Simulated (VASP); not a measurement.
# Rb (Fm-3m) in VASP: a series of runs

Runs on Rb. Level: LDA. Tasks: single point.

Everything below comes from runs of VASP 6.6.1. Logs are shortened: lines on timing, memory, paths and dates and some standing lists are left out, and cuts for length are marked.

## (1) The cell of the first run

The structure is cubic, space group Fm-3m (No. 225). Conventional cell: a = 7.131 Å, b = 7.131 Å, c = 7.131 Å, α = 90.00°, β = 90.00°, γ = 90.00°.

This isn't the form of Rb at room conditions, which is bcc.

## (2) Single point, LDA

INCAR reads:

```
SYSTEM = Rb
PREC = Accurate ; ENCUT = 500
EDIFF = 1E-6 ; ISMEAR = -1
SIGMA = 0.05 ; LREAL = .False.
LASPH = .True. ; NELM = 120
ALGO = Normal ; ISIF = 2
LWAVE = .False. ; LCHARG = .False.
GGA = CA ; NBANDS = 10
GGA_COMPAT = .False.
```

KPOINTS reads:

```
regular mesh
0
Gamma
  7 7 7
  0 0 0
```

POSCAR reads:

```
Rb
1.0
    0.0000000000      3.5655804601      3.5655804601
    3.5655804601      0.0000000000      3.5655804601
    3.5655804601      3.5655804601      0.0000000000
Rb
1
Direct
    0.0000000000      0.0000000000      0.0000000000
```

Potentials or basis: VASP PAW LDA potentials, release 64 (Rb_sv).

Started as:

```console
> cat potpaw_LDA.64/Rb_sv/POTCAR > POTCAR
> mpirun -np 1 vasp_std > vasp.out
```

OUTCAR:

```text
SYSTEM = Rb
   PREC = Accurate
   ENCUT = 500
   EDIFF = 1E-6
   ISMEAR = -1
   LREAL = .False.
   LASPH = .True.
   NELM = 120
   ISIF = 2
   GGA = CA

 ion  position               nearest neighbor table
   1  0.000  0.000  0.000-

  LATTYP: Found a face centered cubic cell.
 ALAT       =     7.1311609202

  Lattice vectors:

 A1 = (   0.0000000000,   3.5655804601,   3.5655804601)
 A2 = (   3.5655804601,   0.0000000000,   3.5655804601)
 A3 = (   3.5655804601,   3.5655804601,   0.0000000000)

Analysis of symmetry for initial positions (statically):
=====================================================================
 Subroutine PRICEL returns:
 Original cell was already a primitive cell.

 Routine SETGRP: Setting up the symmetry group for a
 face centered cubic supercell.

 Subroutine GETGRP returns: Found 48 space group operations
 (whereof 48 operations were pure point group operations)
 out of a pool of 48 trial point group operations.

The static configuration has the point symmetry O_h .

Analysis of symmetry for dynamics (positions and initial velocities):
=====================================================================
 Subroutine PRICEL returns:
 Original cell was already a primitive cell.

 Routine SETGRP: Setting up the symmetry group for a
 face centered cubic supercell.

 Subroutine GETGRP returns: Found 48 space group operations
 (whereof 48 operations were pure point group operations)
 out of a pool of 48 trial point group operations.

The dynamic configuration has the point symmetry O_h .

 Subroutine INISYM returns: Found 48 space group operations
 (whereof 48 operations are pure point group operations),
 and found     1 'primitive' translations

----------------------------------------------------------------------------------------

                                     Primitive cell

  volume of cell :      90.6610

  direct lattice vectors                    reciprocal lattice vectors
     0.000000000  3.565580460  3.565580460    -0.140229622  0.140229622  0.140229622
     3.565580460  0.000000000  3.565580460     0.140229622 -0.140229622  0.140229622
     3.565580460  3.565580460  0.000000000     0.140229622  0.140229622 -0.140229622

  length of vectors
     5.042492244  5.042492244  5.042492244     0.242884830  0.242884830  0.242884830

  position of ions in fractional coordinates (direct lattice)
     0.000000000  0.000000000  0.000000000

  ion indices of the primitive-cell ions
   primitive index   ion index
                 1           1

----------------------------------------------------------------------------------------

 KPOINTS: regular mesh

Automatic generation of k-mesh.
 Grid dimensions read from file:
 generate k-points for:    7    7    7

 Generating k-lattice:

  Cartesian coordinates                     Fractional coordinates (reciprocal lattice)
    -0.020032803  0.020032803  0.020032803     0.142857143  0.000000000  0.000000000
     0.020032803 -0.020032803  0.020032803     0.000000000  0.142857143  0.000000000
     0.020032803  0.020032803 -0.020032803     0.000000000  0.000000000  0.142857143

  Length of vectors
     0.034697833  0.034697833  0.034697833

  Shift w.r.t. Gamma in fractional coordinates (k-lattice)
     0.000000000  0.000000000  0.000000000

 Subroutine IBZKPT returns following result:
 ===========================================

 Found     20 irreducible k-points:

 Following reciprocal coordinates:
            Coordinates               Weight
  0.000000  0.000000  0.000000      1.000000
  0.142857  0.000000  0.000000      8.000000
  0.285714  0.000000  0.000000      8.000000
  0.428571  0.000000  0.000000      8.000000
  0.142857  0.142857  0.000000      6.000000
  0.285714  0.142857  0.000000     24.000000
[... 12 lines left out ...]
 -0.428571  0.428571  0.142857     24.000000
 -0.285714  0.428571  0.142857     24.000000
   k-points           NKPTS =     20   k-points in BZ     NKDIM =     20   number of bands    NBANDS=     10
   number of dos      NEDOS =    301   number of ions     NIONS =      1
   total plane-waves  NPLWV =  64000
   dimension x,y,z NGX =    40 NGY =   40 NGZ =   40
   dimension x,y,z NGXF=    80 NGYF=   80 NGZF=   80
   ions per type =               1
   NGX,Y,Z   is equivalent  to a cutoff of  13.19, 13.19, 13.19 a.u.
   NGXF,Y,Z  is equivalent  to a cutoff of  26.38, 26.38, 26.38 a.u.
 SYSTEM =  Rb
   PREC   = accura    normal or accurate (medium, high low for compatibility)
   ISTART =      0    job   : 0-new  1-cont  2-samecut
   ICHARG =      2    charge: 1-file 2-atom 10-const
   ISPIN  =      1    spin polarized calculation?
   LNONCOLLINEAR =      F non collinear calculations
   LSORBIT =      F    spin-orbit coupling
   LASPH  =      T    aspherical Exc in radial PAW
   ENCUT  =  500.0 eV  36.75 Ry    6.06 a.u.   9.19  9.19  9.19*2*pi/ulx,y,z
   NELM   =    120;   NELMIN=  2; NELMDL= -5     # of ELM steps
   EDIFF  = 0.1E-05   stopping-criterion for ELM
   LREAL  =      F    real-space projection
   EDIFFG = 0.1E-04   stopping-criterion for IOM
   NSW    =      0    number of steps for IOM
   IBRION =     -1    ionic relax: 0-MD 1-quasi-New 2-CG
   NFREE  =      0    steps in history (QN), initial steepest desc. (CG)
   ISIF   =      2    stress and relaxation
   ISYM   =      2    0-nonsym 1-usesym 2-fastsym
   POTIM  = 0.5000    time-step for ionic-motion
   TEBEG  =    0.0;   TEEND  =   0.0 temperature during run
   PSTRESS=    0.0 pullay stress
   NELECT =       9.0000    total number of electrons
   NUPDOWN=      -1.0000    fix difference up-down
   EMIN   =  10.00;   EMAX   =-10.00  energy-range for DOS
   EFERMI =   0.00;   METHOD = LEGACY
   ISMEAR =    -1;   SIGMA  =   0.05  broadening in eV -4-tet -1-fermi 0-gaus
   EFERMI_NEDOS =   21; number of points for ismear=-14 and -15
   IALGO  =     38    algorithm
   IMIX   =      4    mixing-type and parameters
     AMIX     =   0.40;   BMIX     =  1.00
     AMIX_MAG =   1.60;   BMIX_MAG =  1.00
  volume/ion in A,a.u.               =      90.66       611.81
  Fermi-wavevector in a.u.,A,eV,Ry     =   0.758022  1.432455  7.817882  0.574598
  Thomas-Fermi vector in A             =   1.856500
   LORBIT       =      0    0 simple, 1 ext, 2 COOP (PROOUT), +10 PAW based schemes
   GGA     = CA    functional components
   LHFCALC =     F    Hartree Fock is set to
   AEXX    =    0.0000 exact exchange contribution
   IVDW    =     0    specifies the selected vdW correction
   LEPSILON=     F    determine dielectric tensor
   LRPA    =     F    only Hartree local field effects (RPA)
 non-spin polarized calculation
  energy-cutoff  :      500.00
  volume of cell :       90.66
 maximum number of plane-waves:      2316
 NGX is ok and might be reduce to    40
   NGX = 19   NGY = 19   NGZ = 19

 number of electron       9.0000000 magnetization

 Free energy of the ion-electron system (eV)
  ---------------------------------------------------
  ext. energy  EPLUGINS =         0.00000000
  ---------------------------------------------------
  free energy    TOTEN  =        -1.05380589 eV

  energy without entropy =       -1.05025964  energy(sigma->0) =       -1.05203276

 E-fermi :  -0.1328     XC(G=0):  -5.6861

 val. band max:       -0.3527090923   @ k =   0.4286   0.2857   0.0000
 cond. band min:      -0.0465014888   @ k =  -0.2857   0.2857   0.0000
 fundamental gap:      0.3062076035
 Fermi energy:        -0.1327960120

 k-point     1 :       0.0000    0.0000    0.0000
  band No.  band energies     occupation
      1     -28.9912      2.00000
      2     -13.0922      2.00000
      3     -13.0922      2.00000
      4     -13.0922      2.00000
      5      -2.1886      2.00000
      6       3.3134      0.00000
      7       3.3134      0.00000
      8       3.3134      0.00000
      9       4.6212      0.00000
     10       4.6212      0.00000

 k-point     2 :       0.1429    0.0000    0.0000
  band No.  band energies     occupation
      1     -28.9904      2.00000
      2     -13.1112      2.00000
      3     -13.0948      2.00000
      4     -13.0948      2.00000
      5      -1.9604      2.00000
      6       2.7878      0.00000
      7       3.3966      0.00000
      8       3.3966      0.00000
      9       4.4303      0.00000
     10       4.4303      0.00000

 k-point     3 :       0.2857    0.0000    0.0000
  band No.  band energies     occupation
      1     -28.9887      2.00000
      2     -13.1531      2.00000
      3     -13.1006      2.00000
      4     -13.1006      2.00000
      5      -1.3193      2.00000
      6       1.8401      0.00000
      7       3.3400      0.00000
      8       3.3400      0.00000
      9       4.5880      0.00000
     10       4.5880      0.00000

 k-point     4 :       0.4286    0.0000    0.0000
  band No.  band energies     occupation
      1     -28.9874      2.00000
      2     -13.1861      2.00000
      3     -13.1052      2.00000
      4     -13.1052      2.00000
      5      -0.4175      1.99329
      6       0.8372      0.00000
      7       3.1504      0.00000
      8       3.1504      0.00000
      9       5.2008      0.00000
     10       5.3253      0.00000

 k-point     5 :       0.1429    0.1429    0.0000
  band No.  band energies     occupation
      1     -28.9902      2.00000
      2     -13.1106      2.00000
      3     -13.0991      2.00000
      4     -13.0991      2.00000
      5      -1.8849      2.00000
      6       2.7797      0.00000
      7       3.3954      0.00000
      8       3.3954      0.00000
      9       3.8403      0.00000
     10       4.7652      0.00000

 k-point     6 :       0.2857    0.1429    0.0000
  band No.  band energies     occupation
      1     -28.9888      2.00000
      2     -13.1415      2.00000
      3     -13.1059      2.00000
      4     -13.1048      2.00000
      5      -1.3813      2.00000
      6       2.1444      0.00000
      7       3.0481      0.00000
      8       3.4436      0.00000
      9       3.9001      0.00000
     10       4.9318      0.00000
[... 131 lines left out ...]
 k-point    17 :       0.4286    0.2857    0.1429
  band No.  band energies     occupation
      1     -28.9875      2.00000
      2     -13.1590      2.00000
      3     -13.1236      2.00000
      4     -13.1090      2.00000
      5      -0.7768      1.99999
      6       1.8304      0.00000
      7       2.3050      0.00000
      8       3.5137      0.00000
      9       4.0535      0.00000
     10       5.3516      0.00000

 k-point    18 :      -0.4286    0.2857    0.1429
  band No.  band energies     occupation
      1     -28.9865      2.00000
      2     -13.1718      2.00000
      3     -13.1357      2.00000
      4     -13.1153      2.00000
      5       0.1108      0.01520
      6       1.1087      0.00000
      7       2.0297      0.00000
      8       3.1993      0.00000
      9       4.3497      0.00000
     10       5.0567      0.00000

 k-point    19 :      -0.4286    0.4286    0.1429
  band No.  band energies     occupation
      1     -28.9861      2.00000
      2     -13.1730      2.00000
      3     -13.1371      2.00000
      4     -13.1259      2.00000
      5       0.3459      0.00014
      6       1.5254      0.00000
      7       1.5346      0.00000
      8       2.9846      0.00000
      9       4.5375      0.00000
     10       5.0515      0.00000

 k-point    20 :      -0.2857    0.4286    0.1429
  band No.  band energies     occupation
      1     -28.9860      2.00000
      2     -13.1607      2.00000
      3     -13.1548      2.00000
      4     -13.1243      2.00000
      5       0.8847      0.00000
      6       1.2089      0.00000
      7       1.3472      0.00000
      8       2.6518      0.00000
      9       4.5504      0.00000
     10       5.2192      0.00000

------------------------ aborting loop because EDIFF is reached ----------------------------------------

  FORCE on cell =-STRESS in cart. coord.  units (eV):
  Direction    XX          YY          ZZ          XY          YZ          ZX
  --------------------------------------------------------------------------------------
  -------------------------------------------------------------------------------------
  Total       -0.2410719     -0.2410719     -0.2410719      0.0000000      0.0000000      0.0000000
  in kB       -4.2602633     -4.2602633     -4.2602633      0.0000000      0.0000000      0.0000000
  external PRESSURE =      -4.2602633 kB  Pullay stress =       0.0000000 kB

 VOLUME and BASIS-vectors are now :
 -----------------------------------------------------------------------------
  energy-cutoff  :      500.00
  volume of cell :       90.66
      direct lattice vectors                 reciprocal lattice vectors
     0.000000000  3.565580460  3.565580460    -0.140229622  0.140229622  0.140229622
     3.565580460  0.000000000  3.565580460     0.140229622 -0.140229622  0.140229622
     3.565580460  3.565580460  0.000000000     0.140229622  0.140229622 -0.140229622

 POSITION                                       TOTAL-FORCE (eV/Angst)
 -----------------------------------------------------------------------------------
      0.00000      0.00000      0.00000         0.000000      0.000000      0.000000
 -----------------------------------------------------------------------------------
    total drift:                               -0.000000      0.000000     -0.000000

  FREE ENERGIE OF THE ION-ELECTRON SYSTEM (eV)
  ---------------------------------------------------
  free  energy   TOTEN  =        -1.0538058884 eV

  energy  without entropy=       -1.0502596405  energy(sigma->0) =       -1.05203276
```

It took 11 s on 1 thread of Intel Xeon 6975P-C (Granite Rapids), shared host; peak memory 0.18 GiB.

Results:

```
Free energy            : -1.0538 eV
Pressure               : -0.4 GPa
Band gap on the k mesh : zero (an odd number of electrons rules out a gap without spin polarisation)
```

## (3) Single point, LDA

This run uses another cell than the first one, of 92.59 Å³/atom.

INCAR reads:

```
PREC = Accurate ; ENCUT = 500
EDIFF = 1E-6 ; ISMEAR = -1
SIGMA = 0.05 ; LREAL = False
LASPH = True ; NELM = 120
ALGO = Normal ; ISIF = 2
LWAVE = False ; LCHARG = False
GGA = CA ; NBANDS = 10
GGA_COMPAT = False
```

KPOINTS reads:

```
Automatic mesh
0
Gamma
  7 7 7
```

POSCAR reads:

```
Rb
1.0
    0.0000000000      3.5906910089      3.5906910089
    3.5906910089      0.0000000000      3.5906910089
    3.5906910089      3.5906910089      0.0000000000
Rb
1
Direct
    0.0000000000      0.0000000000      0.0000000000
```

Potentials or basis: VASP PAW LDA potentials, release 64 (Rb_sv).

Started as:

```console
> cat potpaw_LDA.64/Rb_sv/POTCAR > POTCAR
> mpirun -np 1 vasp_std > vasp.out
```

Wall time 9.3 s (1 thread of Intel Xeon 6975P-C (Granite Rapids), shared host); peak memory 0.18 GiB.

The run converged. Its results:

| Quantity | Value |
| --- | --- |
| Free energy | -1.0485 eV |
| Pressure | -0.5 GPa |
| Band gap on the k mesh | zero (an odd number of electrons rules out a gap without spin polarisation) |

Levels at points of the mesh, in eV from the Fermi level:
| k point | band 2 | band 3 | band 4 | band 5 | band 6 | band 7 | band 8 | band 9 |
| --- | --- | --- | --- | --- | --- | --- | --- | --- |
| (0.00, 0.00, 0.00) | -12.97 | -12.97 | -12.97 | -2.03 | 3.43 | 3.43 | 3.43 | 4.72 |

## (4) Single point, LDA

This run uses another cell than the first one, of 94.52 Å³/atom.

INCAR reads:

```
SYSTEM = Rb
ALGO = Normal
EDIFF = 1E-6
ENCUT = 500
GGA = CA
GGA_COMPAT = .False.
ISIF = 2
ISMEAR = -1
LASPH = .True.
LCHARG = .False.
LREAL = .False.
LWAVE = .False.
NBANDS = 10
NELM = 120
PREC = Accurate
SIGMA = 0.05
```

KPOINTS reads:

```
k-points
0
Gamma
  7 7 7
  0 0 0
```

POSCAR reads:

```
Rb
1.0
    0.0000000000      3.6154551778      3.6154551778
    3.6154551778      0.0000000000      3.6154551778
    3.6154551778      3.6154551778      0.0000000000
Rb
1
Direct
    0.0000000000      0.0000000000      0.0000000000
```

Started as:

```console
> cat potpaw_LDA.64/Rb_sv/POTCAR > POTCAR
> mpirun -np 1 vasp_std > vasp.out
```

Run time: 12 s. Hardware: 1 thread of Intel Xeon 6975P-C (Granite Rapids), shared host; peak memory 0.18 GiB.

The run converged. Its results:

| Quantity | Value |
| --- | --- |
| Free energy | -1.0427 eV |
| Pressure | -0.5 GPa |
| Band gap on the k mesh | zero (an odd number of electrons rules out a gap without spin polarisation) |

Levels at points of the mesh, in eV from the Fermi level:
```
           k point  band 3  band 4  band 5  band 6  band 7  band 8
(0.00, 0.00, 0.00)  -12.98  -12.98   -2.00    3.41    3.41    3.41
```

## (5) Single point, LDA

This run uses another cell than the first one, of 96.45 Å³/atom.

INCAR reads:

```
SYSTEM = Rb
PREC     = Accurate       ! precision mode
ENCUT    = 500            ! plane-wave cutoff, eV
EDIFF    = 1E-6           ! SCF threshold, eV
ISMEAR   = -1             ! smearing method
SIGMA    = 0.05           ! smearing width, eV
LREAL    = .FALSE.        ! projectors in reciprocal space
LASPH    = .TRUE.         ! aspherical terms in the spheres
NELM     = 120            ! most SCF steps
ALGO     = Normal         ! electronic algorithm
ISIF     = 2              ! what is computed and relaxed
LWAVE    = .FALSE.        ! write WAVECAR
LCHARG   = .FALSE.        ! write CHGCAR
NBANDS   = 10             ! bands
GGA_COMPAT= .FALSE.
```

KPOINTS reads:

```
Automatic mesh
0
G
  7 7 7
  0 0 0
```

POSCAR reads:

```
Rb
1.0
    0.0000000000      3.6398846700      3.6398846700
    3.6398846700      0.0000000000      3.6398846700
    3.6398846700      3.6398846700      0.0000000000
Rb
1
Direct
    0.0000000000      0.0000000000      0.0000000000
```

Started as:

```console
> cat potpaw_LDA.64/Rb_sv/POTCAR > POTCAR
> mpirun -np 1 vasp_std > vasp.out
```

It took 9 s on 1 thread of Intel Xeon 6975P-C (Granite Rapids), shared host; peak memory 0.18 GiB.

The run converged. Its results:

```yaml
Free_energy: -1.0366 eV
Pressure: -0.5 GPa
Band_gap_on_the_k_mesh: zero (an odd number of electrons rules out a gap without spin polarisation)
```

Levels at points of the mesh, in eV from the Fermi level:
```tsv
k point	band 2	band 3	band 4	band 5	band 6	band 7	band 8	band 9
(0.00, 0.00, 0.00)	-13.00	-13.00	-13.00	-1.97	3.40	3.40	3.40	4.64
```

## (6) Single point, LDA

This run uses another cell than the first one, of 98.38 Å³/atom.

INCAR reads:

```
PREC = Accurate
ENCUT = 500
EDIFF = 1E-6
ISMEAR = -1
SIGMA = 0.05
LREAL = False
LASPH = True
NELM = 120
ALGO = Normal
ISIF = 2
LWAVE = False
LCHARG = False
GGA = CA
NBANDS = 10
GGA_COMPAT = False
```

KPOINTS reads:

```
regular mesh
0
Gamma
  7 7 7
```

POSCAR reads:

```
Rb
1.0
    0.0000000000      3.6639905690      3.6639905690
    3.6639905690      0.0000000000      3.6639905690
    3.6639905690      3.6639905690      0.0000000000
Rb
1
Direct
    0.0000000000      0.0000000000      0.0000000000
```

Potentials or basis: VASP PAW LDA potentials, release 64 (Rb_sv).

Started as:

```console
> cat potpaw_LDA.64/Rb_sv/POTCAR > POTCAR
> mpirun -np 1 vasp_std > vasp.out
```

Run time: 8.6 s. Hardware: 1 thread of Intel Xeon 6975P-C (Granite Rapids), shared host; peak memory 0.18 GiB.

Results (log left out):

| Property | Result |
| --- | --- |
| Free energy | -1.0302 eV |
| Pressure | -0.6 GPa |
| Band gap on the k mesh | zero (an odd number of electrons rules out a gap without spin polarisation) |

Levels at points of the mesh, in eV from the Fermi level:
```csv
k point,band 2,band 3,band 4,band 5,band 6,band 7,band 8,band 9
"(0.00, 0.00, 0.00)",-13.01,-13.01,-13.01,-1.94,3.38,3.38,3.38,4.61
```

## (7) The runs side by side

```csv
cell,gap on the mesh (eV),pressure (GPa)
"a = 5.042 Å, angles 60.0°, 1 atom",none,-0.4
"a = 5.078 Å, angles 60.0°, 1 atom",none,-0.5
"a = 5.113 Å, angles 60.0°, 1 atom",none,-0.5
"a = 5.148 Å, angles 60.0°, 1 atom",none,-0.5
"a = 5.182 Å, angles 60.0°, 1 atom",none,-0.6
```

Alike in all rows: task single point; level LDA; potentials or basis VASP PAW LDA potentials, release 64 (Rb_sv); no spin polarisation; k mesh 7 × 7 × 7; cutoff (eV) 500; smearing fermi-dirac 0.05 eV.

Absolute energies hang on the potentials; compare differences alone.
